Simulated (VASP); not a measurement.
# Sn3Bi (Fm-3m) in VASP: notebook

The runs below take Sn3Bi through single point, with LDA.

All numbers are computed with VASP 6.6.1; they aren't measurements. Logs are shortened: lines on timing, memory, paths and dates and some standing lists are left out, and cuts for length are marked.

## (1) The cell of the first run

It takes space group Fm-3m (No. 225, cubic). Conventional cell: a = 7.487 Å, b = 7.487 Å, c = 7.487 Å, α = 90.00°, β = 90.00°, γ = 90.00°. Sn (site symmetry m-3m) has 8 Sn at 3.24 Å and 6 Bi at 3.74 Å within 4.3 Å. Sn (site symmetry -43m) has 10 Sn at 3.24 to 3.74 Å and 4 Bi at 3.24 Å within 4.3 Å. Bi (site symmetry m-3m) has 14 Sn at 3.24 to 3.74 Å within 4.3 Å.

## (2) Single point, LDA

INCAR

```
SYSTEM = Sn3Bi
PREC     = Accurate       ! precision mode
ENCUT    = 520            ! plane-wave cutoff, eV
EDIFF    = 1E-6           ! SCF threshold, eV
ISMEAR   = -1             ! smearing method
SIGMA    = 0.1            ! smearing width, eV
LREAL    = .FALSE.        ! projectors in reciprocal space
LASPH    = .TRUE.         ! aspherical terms in the spheres
NELM     = 60             ! most SCF steps
ALGO     = Normal         ! electronic algorithm
ISIF     = 2              ! what is computed and relaxed
LWAVE    = .FALSE.        ! write WAVECAR
LCHARG   = .TRUE.         ! write CHGCAR
GGA      = CA             ! functional
LELF     = .TRUE.         ! ELF
LVHAR    = .TRUE.       
NBANDS   = 36             ! bands
```

KPOINTS

```
Automatic mesh
0
G
  5 5 5
  0 0 0
```

POSCAR

```
Sn3Bi
1.0
    0.0000000000      3.7435109261      3.7435109261
    3.7435109261      0.0000000000      3.7435109261
    3.7435109261      3.7435109261      0.0000000000
Sn Bi
3 1
Direct
    0.0000000000      0.0000000000      0.0000000000
    0.2500000000      0.2500000000      0.2500000000
    0.7500000000      0.7500000000      0.7500000000
    0.5000000000      0.5000000000      0.5000000000
```

Potentials or basis: VASP PAW LDA potentials, release 64 (Sn_d, Bi_d).

Launch:

```
> cat potpaw_LDA.64/Sn_d/POTCAR potpaw_LDA.64/Bi_d/POTCAR > POTCAR
> mpirun -np 1 vasp_std > vasp.out
```

OUTCAR:

```text
SYSTEM = Sn3Bi
   PREC = Accurate
   ENCUT = 520
   EDIFF = 1E-6
   ISMEAR = -1
   LREAL = .FALSE.
   LASPH = .TRUE.
   NELM = 60
   ISIF = 2
   GGA = CA

 ion  position               nearest neighbor table
   1  0.000  0.000  0.000-   3 3.24   3 3.24   3 3.24   2 3.24   2 3.24   2 3.24   3 3.24   2 3.24
                             4 3.74   4 3.74   4 3.74   4 3.74   4 3.74   4 3.74
   2  0.250  0.250  0.250-   1 3.24   1 3.24   1 3.24   4 3.24   4 3.24   4 3.24   4 3.24   1 3.24
                             3 3.74   3 3.74   3 3.74   3 3.74   3 3.74   3 3.74
   3  0.750  0.750  0.750-   4 3.24   4 3.24   4 3.24   1 3.24   1 3.24   1 3.24   4 3.24   1 3.24
                             2 3.74   2 3.74   2 3.74   2 3.74   2 3.74   2 3.74
   4  0.500  0.500  0.500-   2 3.24   2 3.24   2 3.24   3 3.24   3 3.24   3 3.24   3 3.24   2 3.24
                             1 3.74   1 3.74   1 3.74   1 3.74   1 3.74   1 3.74

  LATTYP: Found a face centered cubic cell.
 ALAT       =     7.4870218522

  Lattice vectors:

 A1 = (   0.0000000000,   3.7435109261,   3.7435109261)
 A2 = (   3.7435109261,   0.0000000000,   3.7435109261)
 A3 = (   3.7435109261,   3.7435109261,   0.0000000000)

Analysis of symmetry for initial positions (statically):
=====================================================================
 Subroutine PRICEL returns:
 Original cell was already a primitive cell.

 Routine SETGRP: Setting up the symmetry group for a
 face centered cubic supercell.

 Subroutine GETGRP returns: Found 48 space group operations
 (whereof 48 operations were pure point group operations)
 out of a pool of 48 trial point group operations.

The static configuration has the point symmetry O_h .

Analysis of symmetry for dynamics (positions and initial velocities):
=====================================================================
 Subroutine PRICEL returns:
 Original cell was already a primitive cell.

 Routine SETGRP: Setting up the symmetry group for a
 face centered cubic supercell.

 Subroutine GETGRP returns: Found 48 space group operations
 (whereof 48 operations were pure point group operations)
 out of a pool of 48 trial point group operations.

The dynamic configuration has the point symmetry O_h .

 Subroutine INISYM returns: Found 48 space group operations
 (whereof 48 operations are pure point group operations),
 and found     1 'primitive' translations

----------------------------------------------------------------------------------------

[... 80 lines left out ...]
   NELM   =     60;   NELMIN=  2; NELMDL= -5     # of ELM steps
   EDIFF  = 0.1E-05   stopping-criterion for ELM
   LREAL  =      F    real-space projection
   EDIFFG = 0.1E-04   stopping-criterion for IOM
   NSW    =      0    number of steps for IOM
   IBRION =     -1    ionic relax: 0-MD 1-quasi-New 2-CG
   NFREE  =      0    steps in history (QN), initial steepest desc. (CG)
   ISIF   =      2    stress and relaxation
   ISYM   =      2    0-nonsym 1-usesym 2-fastsym
   POTIM  = 0.5000    time-step for ionic-motion
   TEBEG  =    0.0;   TEEND  =   0.0 temperature during run
   PSTRESS=    0.0 pullay stress
   NELECT =      57.0000    total number of electrons
   NUPDOWN=      -1.0000    fix difference up-down
   EMIN   =  10.00;   EMAX   =-10.00  energy-range for DOS
   EFERMI =   0.00;   METHOD = LEGACY
   ISMEAR =    -1;   SIGMA  =   0.10  broadening in eV -4-tet -1-fermi 0-gaus
   EFERMI_NEDOS =   21; number of points for ismear=-14 and -15
   IALGO  =     38    algorithm
   IMIX   =      4    mixing-type and parameters
     AMIX     =   0.40;   BMIX     =  1.00
     AMIX_MAG =   1.60;   BMIX_MAG =  1.00
  volume/ion in A,a.u.               =      26.23       177.01
  Fermi-wavevector in a.u.,A,eV,Ry     =   1.335808  2.524311 24.278002  1.784383
  Thomas-Fermi vector in A             =   2.464483
   LORBIT       =      0    0 simple, 1 ext, 2 COOP (PROOUT), +10 PAW based schemes
   GGA     = CA    functional components
   LHFCALC =     F    Hartree Fock is set to
   AEXX    =    0.0000 exact exchange contribution
   IVDW    =     0    specifies the selected vdW correction
   LEPSILON=     F    determine dielectric tensor
   LRPA    =     F    only Hartree local field effects (RPA)
 non-spin polarized calculation
  energy-cutoff  :      520.00
  volume of cell :      104.92
 maximum number of plane-waves:      2842
   NGX = 19   NGY = 19   NGZ = 19

 number of electron      57.0000028 magnetization

 Free energy of the ion-electron system (eV)
  ---------------------------------------------------
  ext. energy  EPLUGINS =         0.00000000
  ---------------------------------------------------
  free energy    TOTEN  =       -17.63680788 eV

  energy without entropy =      -17.50243030  energy(sigma->0) =      -17.56961909

 E-fermi :   8.4543     XC(G=0): -10.9232

 val. band max:        8.3981401576   @ k =   0.4000   0.2000   0.0000
 cond. band min:       8.5359186891   @ k =   0.2000   0.2000   0.0000
 fundamental gap:      0.1377785315
 Fermi energy:         8.4542569284

 k-point     1 :       0.0000    0.0000    0.0000
  band No.  band energies     occupation
      1     -14.2292      2.00000
      2     -14.2292      2.00000
      3     -14.2292      2.00000
      4     -14.2121      2.00000
      5     -14.2121      2.00000
      6     -12.7896      2.00000
[... 379 lines left out ...]
     35      13.5919      0.00000
     36      13.6904      0.00000

------------------------ aborting loop because EDIFF is reached ----------------------------------------

  FORCE on cell =-STRESS in cart. coord.  units (eV):
  Direction    XX          YY          ZZ          XY          YZ          ZX
  --------------------------------------------------------------------------------------
  -------------------------------------------------------------------------------------
  Total        0.8136544      0.8136544      0.8136544      0.0000000      0.0000000      0.0000000
  in kB       12.4246232     12.4246232     12.4246232      0.0000000      0.0000000      0.0000000
  external PRESSURE =      12.4246232 kB  Pullay stress =       0.0000000 kB

 VOLUME and BASIS-vectors are now :
 -----------------------------------------------------------------------------
  energy-cutoff  :      520.00
  volume of cell :      104.92
      direct lattice vectors                 reciprocal lattice vectors
     0.000000000  3.743510926  3.743510926    -0.133564456  0.133564456  0.133564456
     3.743510926  0.000000000  3.743510926     0.133564456 -0.133564456  0.133564456
     3.743510926  3.743510926  0.000000000     0.133564456  0.133564456 -0.133564456

 POSITION                                       TOTAL-FORCE (eV/Angst)
 -----------------------------------------------------------------------------------
      0.00000      0.00000      0.00000         0.000000      0.000000     -0.000000
      1.87176      1.87176      1.87176        -0.000000     -0.000000     -0.000000
      5.61527      5.61527      5.61527        -0.000000      0.000000      0.000000
      3.74351      3.74351      3.74351         0.000000      0.000000     -0.000000
 -----------------------------------------------------------------------------------
    total drift:                               -0.000000      0.000000      0.000000

  FREE ENERGIE OF THE ION-ELECTRON SYSTEM (eV)
  ---------------------------------------------------
  free  energy   TOTEN  =       -17.6368078827 eV

  energy  without entropy=      -17.5024303003  energy(sigma->0) =      -17.56961909
```

OSZICAR:

```text
N       E                     dE             d eps       ncg     rms          rms(c)
DAV:   1     0.608299150315E+03    0.60830E+03   -0.28623E+04   720   0.242E+03
DAV:   2     0.663016810255E+02   -0.54200E+03   -0.53493E+03   728   0.605E+02
DAV:   3    -0.134352999450E+02   -0.79737E+02   -0.78330E+02   796   0.211E+02
DAV:   4    -0.175447567462E+02   -0.41095E+01   -0.40821E+01   816   0.510E+01
DAV:   5    -0.177036956378E+02   -0.15894E+00   -0.15882E+00   996   0.945E+00    0.259E+00
DAV:   6    -0.176537378642E+02    0.49958E-01   -0.95591E-02   864   0.304E+00    0.138E+00
DAV:   7    -0.176379025271E+02    0.15835E-01   -0.45289E-02   848   0.217E+00    0.261E-01
DAV:   8    -0.176368436028E+02    0.10589E-02   -0.41002E-03   904   0.983E-01    0.714E-02
DAV:   9    -0.176368062157E+02    0.37387E-04   -0.53866E-04   924   0.249E-01    0.144E-02
DAV:  10    -0.176368072831E+02   -0.10674E-05   -0.40934E-05  1032   0.568E-02    0.601E-03
DAV:  11    -0.176368078827E+02   -0.59954E-06   -0.46665E-06   672   0.214E-02
   1 F= -.17636808E+02 E0= -.17569619E+02  d E =-.134378E+00
```

stdout:

```text
POSCAR found type information on POSCAR SnBi
 POSCAR found :  2 types and       4 ions
 scaLAPACK will be used
 LDA part: xc-table for (Slater(with rela. corr.)+CA(PZ))
 , standard interpolation
 POSCAR, INCAR and KPOINTS ok, starting setup
 FFT: planning ... GRIDC
 FFT: planning ... GRID_SOFT
 FFT: planning ... GRID
 WAVECAR not read
 entering main loop
```

Wall time 34 s (1 thread of Intel Xeon 6975P-C, shared host); peak memory 0.21 GiB.

What came out:

| Item | Value |
| --- | --- |
| Free energy | -17.6368 eV |
| Pressure | 1.2 GPa |

Levels at points of the mesh, in eV from the Fermi level:
| k point | band 27 | band 28 | band 29 | band 30 | band 31 | band 32 |
| --- | --- | --- | --- | --- | --- | --- |
| (0.00, 0.00, 0.00) | -2.00 | -1.39 | -1.39 | -1.39 | -0.61 | -0.61 |

Caveat: spin-orbit coupling is left out, which moves the levels of the heavy elements.

## (3) Single point, LDA

This run uses another cell than the first one, of 26.99 Å³/atom, 1.029 times its volume.

INCAR

```
PREC = Accurate
ENCUT = 520
EDIFF = 1E-6
ISMEAR = -1
SIGMA = 0.1
LREAL = False
LASPH = True
NELM = 100
ALGO = Normal
ISIF = 2
LWAVE = False
LCHARG = True
GGA = CA
LELF = True
LVHAR = True
NBANDS = 36
```

KPOINTS

```
regular mesh
0
Gamma
  5 5 5
```

POSCAR

```
Sn3Bi
1.0
    0.0000000000      3.7793361740      3.7793361740
    3.7793361740      0.0000000000      3.7793361740
    3.7793361740      3.7793361740      0.0000000000
Sn Bi
3 1
Direct
    0.0000000000      0.0000000000      0.0000000000
    0.2500000000      0.2500000000      0.2500000000
    0.7500000000      0.7500000000      0.7500000000
    0.5000000000      0.5000000000      0.5000000000
```

Potentials or basis: VASP PAW LDA potentials, release 64 (Sn_d, Bi_d).

Launch:

```
> cat potpaw_LDA.64/Sn_d/POTCAR potpaw_LDA.64/Bi_d/POTCAR > POTCAR
> mpirun -np 1 vasp_std > vasp.out
```

Run time: 36 s. Hardware: 1 thread of Intel Xeon 6975P-C, shared host; peak memory 0.21 GiB.

Results (log left out):

```yaml
Free_energy: -17.6465 eV
Pressure: -0.4 GPa
```

Levels at points of the mesh, in eV from the Fermi level:
```tsv
k point	band 27	band 28	band 29	band 30	band 31	band 32
(0.00, 0.00, 0.00)	-1.93	-1.32	-1.32	-1.32	-0.57	-0.57
```

Caveat: spin-orbit coupling is left out, which moves the levels of the heavy elements.

[end of part 1 of 2]
